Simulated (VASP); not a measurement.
# LiF (P6_3/mmc) in VASP: further runs

The runs below take LiF through single point, with PBE, r2SCAN.

All numbers are computed with VASP 6.6.1; they aren't measurements. Logs are shortened: lines on timing, memory, paths and dates and some standing lists are left out, and cuts for length are marked.

**1. The cell of the first run**

Symmetry: P6_3/mmc, No. 194, hexagonal system. The conventional cell has a = 3.362 Å, b = 3.362 Å, c = 4.136 Å, α = 90.00°, β = 90.00°, γ = 120.00°. Within 2.6 Å of Li (site symmetry -6m2) lie 5 F at 1.94 to 2.07 Å. F (site symmetry -6m2) has 5 Li at 1.94 to 2.07 Å within 2.6 Å.

**2. Single point, PBE (volume changed by +3%)**

INCAR

```
SYSTEM = LiF
  PREC = Accurate
  ENCUT = 520
  EDIFF = 1E-6
  ISMEAR = 0
  SIGMA = 0.01
  LREAL = .False.
  LASPH = .True.
  NELM = 60
  ALGO = Normal
  ISIF = 2
  LWAVE = .False.
  LCHARG = .False.
  GGA = PE
  NBANDS = 18
```

KPOINTS

```
Automatic mesh
0
Gamma
  9 9 6
  0 0 0
```

POSCAR

```
LiF
1.0
    3.3621960025      0.0000000000      0.0000000000
   -1.6810980013      2.9117471507      0.0000000000
    0.0000000000      0.0000000000      4.1363390047
Li F
2 2
Direct
    0.3333333333      0.6666666667      0.2500000000
    0.6666666667      0.3333333333      0.7500000000
    0.6666666667      0.3333333333      0.2500000000
    0.3333333333      0.6666666667      0.7500000000
```

Potentials or basis: VASP PAW PBE potentials, release 64 (Li_sv, F).

Launch:

```console
> cat potpaw_PBE.64/Li_sv/POTCAR potpaw_PBE.64/F/POTCAR > POTCAR
> mpirun -np 1 vasp_std > vasp.out
```

OUTCAR:

```text
SYSTEM = LiF
   PREC = Accurate
   ENCUT = 520
   EDIFF = 1E-6
   ISMEAR = 0
   LREAL = .False.
   LASPH = .True.
   NELM = 60
   ISIF = 2
   GGA = PE

 ion  position               nearest neighbor table
   1  0.333  0.667  0.250-   3 1.94   3 1.94   3 1.94   4 2.07   4 2.07
   2  0.667  0.333  0.750-   4 1.94   4 1.94   4 1.94   3 2.07   3 2.07
   3  0.667  0.333  0.250-   1 1.94   1 1.94   1 1.94   2 2.07   2 2.07
   4  0.333  0.667  0.750-   2 1.94   2 1.94   2 1.94   1 2.07   1 2.07

  LATTYP: Found a hexagonal cell.
 ALAT       =     3.3621960025
 C/A-ratio  =     1.2302492186

  Lattice vectors:

 A1 = (   3.3621960025,   0.0000000000,   0.0000000000)
 A2 = (  -1.6810980013,   2.9117471507,   0.0000000000)
 A3 = (   0.0000000000,   0.0000000000,   4.1363390047)

Analysis of symmetry for initial positions (statically):
=====================================================================
 Subroutine PRICEL returns:
 Original cell was already a primitive cell.

 Routine SETGRP: Setting up the symmetry group for a
 hexagonal supercell.

 Subroutine GETGRP returns: Found 24 space group operations
 (whereof 12 operations were pure point group operations)
 out of a pool of 24 trial point group operations.

The static configuration has the point symmetry D_3d.
 The point group associated with its full space group is D_6h.

Analysis of symmetry for dynamics (positions and initial velocities):
=====================================================================
 Subroutine PRICEL returns:
 Original cell was already a primitive cell.

 Routine SETGRP: Setting up the symmetry group for a
 hexagonal supercell.

 Subroutine GETGRP returns: Found 24 space group operations
 (whereof 12 operations were pure point group operations)
 out of a pool of 24 trial point group operations.

The dynamic configuration has the point symmetry D_3d.
 The point group associated with its full space group is D_6h.

 Subroutine INISYM returns: Found 24 space group operations
 (whereof 12 operations are pure point group operations),
 and found     1 'primitive' translations

----------------------------------------------------------------------------------------

                                     Primitive cell

  volume of cell :      40.4942

  direct lattice vectors                    reciprocal lattice vectors
     3.362196003  0.000000000  0.000000000     0.297424659  0.171718207  0.000000000
    -1.681098001  2.911747151  0.000000000     0.000000000  0.343436414  0.000000000
     0.000000000  0.000000000  4.136339005     0.000000000  0.000000000  0.241759681

  length of vectors
     3.362196003  3.362196003  4.136339005     0.343436414  0.343436414  0.241759681

  position of ions in fractional coordinates (direct lattice)
     0.333333333  0.666666667  0.250000000
     0.666666667  0.333333333  0.750000000
     0.666666667  0.333333333  0.250000000
     0.333333333  0.666666667  0.750000000

  ion indices of the primitive-cell ions
   primitive index   ion index
                 1           1
                 2           2
                 3           3
                 4           4

----------------------------------------------------------------------------------------

 KPOINTS: Automatic mesh

Automatic generation of k-mesh.
 Grid dimensions read from file:
 generate k-points for:    9    9    6

 Generating k-lattice:

  Cartesian coordinates                     Fractional coordinates (reciprocal lattice)
     0.033047184  0.019079801  0.000000000     0.111111111 -0.000000000  0.000000000
     0.000000000  0.038159602  0.000000000     0.000000000  0.111111111  0.000000000
     0.000000000  0.000000000  0.040293280     0.000000000  0.000000000  0.166666667

  Length of vectors
     0.038159602  0.038159602  0.040293280

  Shift w.r.t. Gamma in fractional coordinates (k-lattice)
     0.000000000  0.000000000  0.000000000

 Subroutine IBZKPT returns following result:
 ===========================================

 Found     48 irreducible k-points:

 Following reciprocal coordinates:
            Coordinates               Weight
  0.000000  0.000000  0.000000      1.000000
  0.111111  0.000000  0.000000      6.000000
  0.222222 -0.000000  0.000000      6.000000
  0.333333  0.000000  0.000000      6.000000
  0.444444 -0.000000  0.000000      6.000000
  0.111111  0.111111  0.000000      6.000000
[... 16 lines left out ...]
  0.333333  0.222222  0.166667     24.000000
  0.333333  0.333333  0.166667      4.000000
 [... further k-points ...]
   k-points           NKPTS =     48   k-points in BZ     NKDIM =     48   number of bands    NBANDS=     18
   number of dos      NEDOS =    301   number of ions     NIONS =      4
   total plane-waves  NPLWV =  25088
   dimension x,y,z NGX =    28 NGY =   28 NGZ =   32
   dimension x,y,z NGXF=    56 NGYF=   56 NGZF=   64
   ions per type =               2   2
   NGX,Y,Z   is equivalent  to a cutoff of  13.84, 13.84, 12.86 a.u.
   NGXF,Y,Z  is equivalent  to a cutoff of  27.69, 27.69, 25.72 a.u.
 SYSTEM =  LiF
   PREC   = accura    normal or accurate (medium, high low for compatibility)
   ISTART =      0    job   : 0-new  1-cont  2-samecut
   ICHARG =      2    charge: 1-file 2-atom 10-const
   ISPIN  =      1    spin polarized calculation?
   LNONCOLLINEAR =      F non collinear calculations
   LSORBIT =      F    spin-orbit coupling
   LASPH  =      T    aspherical Exc in radial PAW
   ENCUT  =  520.0 eV  38.22 Ry    6.18 a.u.   6.25  6.25  7.69*2*pi/ulx,y,z
   NELM   =     60;   NELMIN=  2; NELMDL= -5     # of ELM steps
   EDIFF  = 0.1E-05   stopping-criterion for ELM
   LREAL  =      F    real-space projection
   EDIFFG = 0.1E-04   stopping-criterion for IOM
   NSW    =      0    number of steps for IOM
   IBRION =     -1    ionic relax: 0-MD 1-quasi-New 2-CG
   NFREE  =      0    steps in history (QN), initial steepest desc. (CG)
   ISIF   =      2    stress and relaxation
   ISYM   =      2    0-nonsym 1-usesym 2-fastsym
   POTIM  = 0.5000    time-step for ionic-motion
   TEBEG  =    0.0;   TEEND  =   0.0 temperature during run
   PSTRESS=    0.0 pullay stress
   NELECT =      20.0000    total number of electrons
   NUPDOWN=      -1.0000    fix difference up-down
   EMIN   =  10.00;   EMAX   =-10.00  energy-range for DOS
   EFERMI =   0.00;   METHOD = LEGACY
   ISMEAR =     0;   SIGMA  =   0.01  broadening in eV -4-tet -1-fermi 0-gaus
   EFERMI_NEDOS =   21; number of points for ismear=-14 and -15
   IALGO  =     38    algorithm
   IMIX   =      4    mixing-type and parameters
     AMIX     =   0.40;   BMIX     =  1.00
     AMIX_MAG =   1.60;   BMIX_MAG =  1.00
  volume/ion in A,a.u.               =      10.12        68.32
  Fermi-wavevector in a.u.,A,eV,Ry     =   1.294058  2.445416 22.784143  1.674587
  Thomas-Fermi vector in A             =   2.425665
   LORBIT       =      0    0 simple, 1 ext, 2 COOP (PROOUT), +10 PAW based schemes
   GGA     = PE    functional components
   LHFCALC =     F    Hartree Fock is set to
   AEXX    =    0.0000 exact exchange contribution
   IVDW    =     0    specifies the selected vdW correction
   LEPSILON=     F    determine dielectric tensor
   LRPA    =     F    only Hartree local field effects (RPA)
 non-spin polarized calculation
 Gauss-broadening in eV      SIGMA  =   0.01
  energy-cutoff  :      520.00
  volume of cell :       40.49
 maximum number of plane-waves:      1120
 NGX is ok and might be reduce to    28
   NGX = 13   NGY = 13   NGZ = 15

 number of electron      20.0000017 magnetization

 Free energy of the ion-electron system (eV)
  ---------------------------------------------------
  ext. energy  EPLUGINS =         0.00000000
  ---------------------------------------------------
  free energy    TOTEN  =       -19.27941965 eV

  energy without entropy =      -19.27941965  energy(sigma->0) =      -19.27941965

 E-fermi :  -2.0293     XC(G=0):  -8.7709

 val. band max:       -2.1922684717   @ k =   0.0000   0.0000   0.0000
 cond. band min:       5.1895598788   @ k =   0.0000   0.0000   0.0000
 fundamental gap:      7.3818283506
 Fermi energy:        -2.0292654819

 k-point     1 :       0.0000    0.0000    0.0000
  band No.  band energies     occupation
      1     -43.2295      2.00000
      2     -43.1725      2.00000
      3     -21.9238      2.00000
      4     -21.3707      2.00000
      5      -4.7755      2.00000
      6      -3.3265      2.00000
[... 10 lines left out ...]
     17      15.3288      0.00000
     18      20.7543      0.00000

 k-point     2 :       0.1111    0.0000    0.0000
  band No.  band energies     occupation
      1     -43.2269      2.00000
      2     -43.1730      2.00000
      3     -21.9076      2.00000
      4     -21.3849      2.00000
      5      -4.6960      2.00000
      6      -3.3981      2.00000
[... 10 lines left out ...]
     17      15.6506      0.00000
     18      19.1059      0.00000

 k-point     3 :       0.2222   -0.0000    0.0000
  band No.  band energies     occupation
      1     -43.2198      2.00000
      2     -43.1746      2.00000
      3     -21.8622      2.00000
      4     -21.4246      2.00000
      5      -4.4720      2.00000
      6      -3.6273      2.00000
[... 10 lines left out ...]
     17      16.5318      0.00000
     18      17.0292      0.00000

 k-point     4 :       0.3333    0.0000    0.0000
  band No.  band energies     occupation
      1     -43.2106      2.00000
      2     -43.1778      2.00000
      3     -21.7976      2.00000
      4     -21.4834      2.00000
      5      -4.1517      2.00000
      6      -3.9375      2.00000
[... 375 lines left out ...]
      4     -21.5382      2.00000
      5      -4.2266      2.00000
      6      -4.0674      2.00000
[... 10 lines left out ...]
     17      16.3034      0.00000
     18      17.3789      0.00000

 k-point    23 :       0.3333    0.2222    0.1667
  band No.  band energies     occupation
      1     -43.1967      2.00000
      2     -43.1856      2.00000
      3     -21.6943      2.00000
      4     -21.5891      2.00000
      5      -4.4389      2.00000
      6      -3.8683      2.00000
[... 10 lines left out ...]
     17      16.5304      0.00000
     18      17.3611      0.00000

 k-point    24 :       0.3333    0.3333    0.1667
  band No.  band energies     occupation
      1     -43.1906      2.00000
      2     -43.1906      2.00000
      3     -21.6408      2.00000
      4     -21.6408      2.00000
      5      -4.5288      2.00000
      6      -3.6818      2.00000
[... 10 lines left out ...]
     17      16.7625      0.00000
     18      17.6990      0.00000

 [... further k-points ...]
[... 5 lines left out ...]
  --------------------------------------------------------------------------------------
  -------------------------------------------------------------------------------------
  Total       -0.4555096     -0.4555096     -0.5041492      0.0000000      0.0000000      0.0000000
  in kB      -18.0225124    -18.0225124    -19.9469682      0.0000000      0.0000000      0.0000000
  external PRESSURE =     -18.6639976 kB  Pullay stress =       0.0000000 kB

 VOLUME and BASIS-vectors are now :
 -----------------------------------------------------------------------------
  energy-cutoff  :      520.00
  volume of cell :       40.49
      direct lattice vectors                 reciprocal lattice vectors
     3.362196003  0.000000000  0.000000000     0.297424659  0.171718207  0.000000000
    -1.681098001  2.911747151  0.000000000     0.000000000  0.343436414  0.000000000
     0.000000000  0.000000000  4.136339005     0.000000000  0.000000000  0.241759681

 POSITION                                       TOTAL-FORCE (eV/Angst)
 -----------------------------------------------------------------------------------
     -0.00000      1.94116      1.03408         0.000000     -0.000000      0.000000
      1.68110      0.97058      3.10225        -0.000000     -0.000000      0.000000
      1.68110      0.97058      1.03408         0.000000     -0.000000      0.000000
     -0.00000      1.94116      3.10225        -0.000000      0.000000      0.000000
 -----------------------------------------------------------------------------------
    total drift:                               -0.000000      0.000000      0.000000

  FREE ENERGIE OF THE ION-ELECTRON SYSTEM (eV)
  ---------------------------------------------------
  free  energy   TOTEN  =       -19.2794196539 eV

  energy  without entropy=      -19.2794196539  energy(sigma->0) =      -19.27941965
```

Wall time 31 s (1 thread of Intel Xeon 6975P-C, shared host); peak memory 0.17 GiB.

Results:

```yaml
Free_energy: -19.2794 eV
Band_gap_on_the_k_mesh: 7.38 eV, direct
```

Levels at points of the mesh, in eV from the valence-band top:
```
           k point  band 8  band 9  band 10  band 11  band 12  band 13
(0.00, 0.00, 0.00)   -0.45   -0.45     0.00     7.38    13.98    15.58
(0.00, 0.00, 0.50)   -0.78   -0.78    -0.78     9.77     9.77    16.39
```

Caveat: the cutoff is under 1.25 times the usual one of these potentials, so pressure, stress and relaxed cells hold a basis-set (Pulay) error. A k mesh can miss the band edges.

**3. Single point, PBE (volume changed by +6%)**

INCAR

```
PREC     = Accurate       # precision mode
ENCUT    = 520            # plane-wave cutoff, eV
EDIFF    = 1E-7           # SCF threshold, eV
ISMEAR   = 0              # smearing method
SIGMA    = 0.01           # smearing width, eV
LREAL    = False          # projectors in reciprocal space
LASPH    = True           # aspherical terms in the spheres
NELM     = 100            # most SCF steps
ALGO     = Normal         # electronic algorithm
ISIF     = 2              # what is computed and relaxed
LWAVE    = False          # write WAVECAR
LCHARG   = True           # write CHGCAR
GGA      = PE             # functional
LELF     = True           # ELF
LVHAR    = True         
NBANDS   = 18             # bands
```

KPOINTS

```
regular mesh
0
Gamma
  9 9 6
```

POSCAR

```
LiF
1.0
    3.3945267936      0.0000000000      0.0000000000
   -1.6972633968      2.9397464371      0.0000000000
    0.0000000000      0.0000000000      4.1761139351
Li F
2 2
Direct
    0.3333333333      0.6666666667      0.2500000000
    0.6666666667      0.3333333333      0.7500000000
    0.6666666667      0.3333333333      0.2500000000
    0.3333333333      0.6666666667      0.7500000000
```

Potentials or basis: VASP PAW PBE potentials, release 64 (Li_sv, F).

Launch:

```console
> cat potpaw_PBE.64/Li_sv/POTCAR potpaw_PBE.64/F/POTCAR > POTCAR
> mpirun -np 1 vasp_std > vasp.out
```

Wall time 38 s (1 thread of Intel Xeon 6975P-C, shared host); peak memory 0.17 GiB.

Results (log left out):

```yaml
Free_energy: -19.2636 eV
Band_gap_on_the_k_mesh: 7.24 eV, direct
```

Levels at points of the mesh, in eV from the valence-band top:
| k point | band 6 | band 7 | band 8 | band 9 | band 10 | band 11 | band 12 | band 13 | band 14 | band 15 |
| --- | --- | --- | --- | --- | --- | --- | --- | --- | --- | --- |
| (0.00, 0.00, 0.00) | -1.09 | -1.09 | -0.43 | -0.43 | 0.00 | 7.24 | 13.75 | 15.32 | 16.03 | 16.03 |
| (0.00, 0.00, 0.50) | -1.21 | -0.75 | -0.75 | -0.75 | -0.75 | 9.60 | 9.60 | 16.21 | 16.21 | 16.21 |

Caveat: the cutoff is under 1.25 times the usual one of these potentials, so pressure, stress and relaxed cells hold a basis-set (Pulay) error.

(Part 1 of 2 ends here.)
